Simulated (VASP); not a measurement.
# H2ClF in VASP: notebook, part 2 of 2

VASP 6.6.1.

## 5. Single point, PBE+D3(BJ)

File INCAR:

```
SYSTEM = H2ClF
PREC = Accurate
ENCUT = 1010
EDIFF = 1E-6
ISMEAR = -1
SIGMA = 0.02
LREAL = .False.
LASPH = .True.
NELM = 120
ALGO = Normal
ISIF = 2
LWAVE = .False.
LCHARG = .True.
GGA = PE
IVDW = 12
LELF = .True.
LVHAR = .True.
NBANDS = 36
GGA_COMPAT = .False.
```

File KPOINTS:

```
Automatic mesh
0
Gamma
  1 1 1
  0 0 0
```

File POSCAR:

```
H2ClF
1.0
    6.5460240000      0.0000000000      0.0000000000
    0.0000000000      6.5460240000      0.0000000000
    0.0000000000      0.0000000000      6.5460240000
F H Cl
3 6 3
Direct
    0.5602314448      0.1806664798      0.7598949576
    0.5819784521      0.1915460865      0.3757056945
    0.6746770053      0.6002285719      0.5974736288
    0.5748877828      0.2002278942      0.6147108285
    0.6838606370      0.0880638628      0.3370049349
    0.5607138321      0.6598989840      0.6708913150
    0.4213714372      0.9746913424      0.7934356180
    0.2985254235      0.2954521002      0.1586282431
    0.7901840638      0.7467507433      0.4221300834
    0.3284182658      0.7941163753      0.8130542764
    0.1259217553      0.3203340229      0.0655171215
    0.8770525005      0.8711757367      0.2880422982
```

Command:

```bash
$ cat potpaw_PBE.64/F_h/POTCAR potpaw_PBE.64/H_h/POTCAR potpaw_PBE.64/Cl/POTCAR > POTCAR
$ mpirun -np 1 vasp_gam > vasp.out
```

It took 66 s on 1 thread of Intel Xeon Platinum 8375C at 2.90GHz (Ice Lake), shared host; peak memory 0.67 GiB.

The run converged. Its results:

- Free energy: -43.9216 eV
- Pressure: -0.2 GPa
- Largest force: 0.238 eV/Å
- Dispersion energy per atom: -0.033 eV

Forces in eV/Å, atoms in the order of the input:
```
F   -0.007 -0.038  0.111
F    0.110 -0.111 -0.060
F    0.010 -0.003 -0.023
H   -0.013  0.047 -0.111
H   -0.083  0.089  0.007
H   -0.034  0.004  0.032
H   -0.115 -0.199  0.037
H   -0.138  0.004 -0.066
H    0.017  0.053 -0.046
Cl   0.130  0.199 -0.015
Cl   0.165 -0.018  0.091
Cl  -0.042 -0.026  0.043
```

Stress tensor (GPa, compression positive):
```
-0.46  0.04 -0.10
 0.04 -0.31  0.03
-0.10  0.03  0.06
```

Levels at points of the mesh, in eV from the Fermi level:
```tsv
k point	band 21	band 22	band 23	band 24	band 25	band 26	band 27	band 28
(0.00, 0.00, 0.00)	-1.14	-0.84	-0.56	-0.53	5.23	7.22	7.63	7.90
```

Caveat: the k points lie up to 0.96 Å⁻¹ apart, too coarse for converged energies, forces and pressures.

## 6. Single point, PBE+D3(BJ)

File INCAR:

```
PREC     = Accurate       # precision mode
ENCUT    = 1010           # plane-wave cutoff, eV
EDIFF    = 1E-6           # SCF threshold, eV
ISMEAR   = -1             # smearing method
SIGMA    = 0.02           # smearing width, eV
LREAL    = F              # projectors in reciprocal space
LASPH    = T              # aspherical terms in the spheres
NELM     = 120            # most SCF steps
ALGO     = Normal         # electronic algorithm
ISIF     = 2              # what is computed and relaxed
LWAVE    = F              # write WAVECAR
LCHARG   = F              # write CHGCAR
GGA      = PE             # functional
IVDW     = 12             # dispersion correction
NBANDS   = 36             # bands
GGA_COMPAT= F
```

File KPOINTS:

```
regular mesh
0
Gamma
  1 1 1
```

File POSCAR:

```
H2ClF
1.0
    6.5460240000      0.0000000000      0.0000000000
    0.0000000000      6.5460240000      0.0000000000
    0.0000000000      0.0000000000      6.5460240000
F H Cl
3 6 3
Direct
    0.4187274596      0.3567967365      0.7855455464
    0.6051612399      0.1422390141      0.4695063752
    0.7246841747      0.6484852485      0.6701930821
    0.5327355964      0.3072704897      0.7139753841
    0.7333764740      0.0643444020      0.4348135601
    0.6151978667      0.7224843661      0.7236759291
    0.1232503883      0.9452913708      0.8046869367
    0.1750222731      0.2679030813     -0.1396267414
    0.9286247652      0.7546412907      0.4883575129
    0.2144966166      0.7755853019      0.7951391562
   -0.0021081499      0.2414289957     -0.0405131420
    0.9894555840      0.8892268039      0.3563995488
```

Potentials or basis: VASP PAW PBE potentials, release 64 (F_h, H_h, Cl).

Command:

```bash
$ cat potpaw_PBE.64/F_h/POTCAR potpaw_PBE.64/H_h/POTCAR potpaw_PBE.64/Cl/POTCAR > POTCAR
$ mpirun -np 1 vasp_gam > vasp.out
```

Wall time 26 s (1 thread of AMD EPYC 9R45 (Zen 5), shared host); peak memory 0.62 GiB.

The run converged. Its results:

| Item | Value |
| --- | --- |
| Free energy | -43.3108 eV |
| Pressure | -0.1 GPa |
| Largest force | 1.883 eV/Å |
| Dispersion energy per atom | -0.036 eV |

Forces on the atoms (eV/Å):
```
F   -0.071  0.185  0.193
F    1.628 -0.920 -0.224
F    0.200 -0.213 -0.089
H    0.128 -0.281 -0.446
H   -1.447  0.935  0.344
H   -0.351  0.150  0.080
H   -0.447  0.841  0.145
H   -0.733  0.047  0.538
H   -0.066  0.029  0.018
Cl   0.810 -0.994  0.097
Cl   0.642  0.026 -0.458
Cl  -0.294  0.195 -0.198
```

Stress tensor (GPa, compression positive):
```
-0.90  0.21  0.62
 0.21  0.58 -0.39
 0.62 -0.39  0.11
```

Levels at points of the mesh, in eV from the Fermi level:
```csv
k point,band 22,band 23,band 24,band 25,band 26,band 27
"(0.00, 0.00, 0.00)",-0.91,-0.76,-0.50,4.94,6.92,7.22
```

Caveat: the k points lie up to 0.96 Å⁻¹ apart, too coarse for converged energies, forces and pressures; the atoms stand as in a frame of molecular dynamics.

## 7. Single point, PBE+D3(BJ)

File INCAR:

```
SYSTEM = H2ClF
PREC = Accurate
ENCUT = 1010
EDIFF = 1E-6
ISMEAR = -1
SIGMA = 0.02
LREAL = .FALSE.
LASPH = .TRUE.
NELM = 120
ALGO = Normal
ISIF = 2
LWAVE = .FALSE.
LCHARG = .FALSE.
GGA = PE
IVDW = 12
NBANDS = 36
GGA_COMPAT = .FALSE.
```

File KPOINTS:

```
Automatic mesh
0
G
  1 1 1
  0 0 0
```

File POSCAR:

```
H2ClF
1.0
    6.5460240000      0.0000000000      0.0000000000
    0.0000000000      6.5460240000      0.0000000000
    0.0000000000      0.0000000000      6.5460240000
F H Cl
3 6 3
Direct
    0.4550548547      0.2049030068      0.7546871200
    0.6404345600      0.1468525016      0.3989597349
    0.6217667396      0.6565206605      0.5966217050
    0.4822774863      0.1839131662      0.6160686243
    0.7415035447      0.0712340804      0.3395190730
    0.5015410881      0.7232940179      0.6366612771
    0.3845234909      0.9917776042      0.8174580478
    0.2148174220      0.3194152664      0.1584014968
    0.8027468277      0.7071009822      0.3577133234
    0.2655352318      0.8178552355      0.8193523275
    0.0254658400      0.3227455322      0.0944237296
    0.9270512910      0.8421142361      0.2938883206
```

Potentials or basis: VASP PAW PBE potentials, release 64 (F_h, H_h, Cl).

Command:

```bash
$ cat potpaw_PBE.64/F_h/POTCAR potpaw_PBE.64/H_h/POTCAR potpaw_PBE.64/Cl/POTCAR > POTCAR
$ mpirun -np 1 vasp_gam > vasp.out
```

OUTCAR:

```text
SYSTEM = H2ClF
   PREC = Accurate
   ENCUT = 1010
   EDIFF = 1E-6
   ISMEAR = -1
   LREAL = .FALSE.
   LASPH = .TRUE.
   NELM = 120
   ISIF = 2
   GGA = PE
   IVDW = 12
 IVDW          = 12

 ion  position               nearest neighbor table
   1  0.455  0.205  0.755-   4 0.93
   2  0.640  0.147  0.399-   5 0.91
   3  0.622  0.657  0.597-   6 0.94
   4  0.482  0.184  0.616-   1 0.93
   5  0.742  0.071  0.340-   2 0.91
[... 245 lines left out ...]
  external pressure =        9.64 kB  Pullay stress =        0.00 kB

 VOLUME and BASIS-vectors are now :
 -----------------------------------------------------------------------------
  energy-cutoff  :     1010.00
  volume of cell :      280.50
      direct lattice vectors                 reciprocal lattice vectors
     6.546024000  0.000000000  0.000000000     0.152764487  0.000000000  0.000000000
     0.000000000  6.546024000  0.000000000     0.000000000  0.152764487  0.000000000
     0.000000000  0.000000000  6.546024000     0.000000000  0.000000000  0.152764487

 POSITION                                       TOTAL-FORCE (eV/Angst)
 -----------------------------------------------------------------------------------
      2.97880      1.34130      4.94020        -0.044531      0.316961      0.692186
      4.19230      0.96130      2.61160        -2.324953      1.820807      1.008825
      4.07010      4.29760      3.90550         0.795953     -0.492944     -0.462048
      3.15700      1.20390      4.03280         0.606579      0.020443     -0.819103
      4.85390      0.46630      2.22250         1.789845     -1.550613     -0.798319
      3.28310      4.73470      4.16760        -0.794539      0.171624      0.451822
      2.51710      6.49220      5.35110        -0.942856     -0.870417      0.050323
      1.40620      2.09090      1.03690        -0.618830      0.033343     -0.230444
      5.25480      4.62870      2.34160        -0.463166     -0.419702      0.422787
      1.73820      5.35370      5.36350         0.552529      0.687196      0.056068
      0.16670      2.11270      0.61810         0.719046      0.015115      0.102439
      6.06850      5.51250      1.92380         0.724924      0.268187     -0.474536
 -----------------------------------------------------------------------------------
    total drift:                                0.001097      0.001326      0.001244

  FREE ENERGIE OF THE ION-ELECTRON SYSTEM (eV)
  ---------------------------------------------------
  free  energy   TOTEN  =       -43.2912570784 eV

  energy  without entropy=      -43.2912570784  energy(sigma->0) =      -43.29125708
```

Run time: 34 s. Hardware: 1 thread of AMD EPYC 7R13 (Zen 3), shared host; peak memory 0.65 GiB.

What came out:

```
Free energy                : -43.2913 eV
Pressure                   : 1.0 GPa
Largest force              : 3.121 eV/Å
Dispersion energy per atom : -0.033 eV
```

Forces on the atoms (eV/Å):
```
F   -0.045  0.317  0.692
F   -2.325  1.821  1.009
F    0.796 -0.493 -0.462
H    0.607  0.020 -0.819
H    1.790 -1.551 -0.798
H   -0.795  0.172  0.452
H   -0.943 -0.870  0.050
H   -0.619  0.033 -0.230
H   -0.463 -0.420  0.423
Cl   0.553  0.687  0.056
Cl   0.719  0.015  0.102
Cl   0.725  0.268 -0.475
```

Levels at points of the mesh, in eV from the Fermi level:
```tsv
k point	band 20	band 21	band 22	band 23	band 24	band 25	band 26	band 27	band 28	band 29
(0.00, 0.00, 0.00)	-1.20	-0.90	-0.80	-0.61	-0.55	4.94	6.81	7.25	8.10	8.30
```

Caveat: the k points lie up to 0.96 Å⁻¹ apart, too coarse for converged energies, forces and pressures.

## 8. Overview

| cell | pressure (GPa) | largest force (eV/Å) |
| --- | --- | --- |
| as given, atomic positions A | 1.5 | 3.42 |
| as given, atomic positions B | 0.0 | 1.69 |
| as given, atomic positions C | 1.0 | 2.10 |
| as given, atomic positions D | -0.2 | 0.24 |
| as given, atomic positions E | -0.1 | 1.88 |
| as given, atomic positions F | 1.0 | 3.12 |

Alike in all rows: task single point; level PBE+D3(BJ); potentials or basis VASP PAW PBE potentials, release 64 (F_h, H_h, Cl); no spin polarisation; k mesh 1 × 1 × 1; cutoff (eV) 1010; smearing fermi-dirac 0.02 eV.

Caveats: all runs use coarse meshes; the atoms stand as in a frame of molecular dynamics (at least some runs).

Total energies depend on the potentials used, so only differences within one code and one set of settings carry meaning.
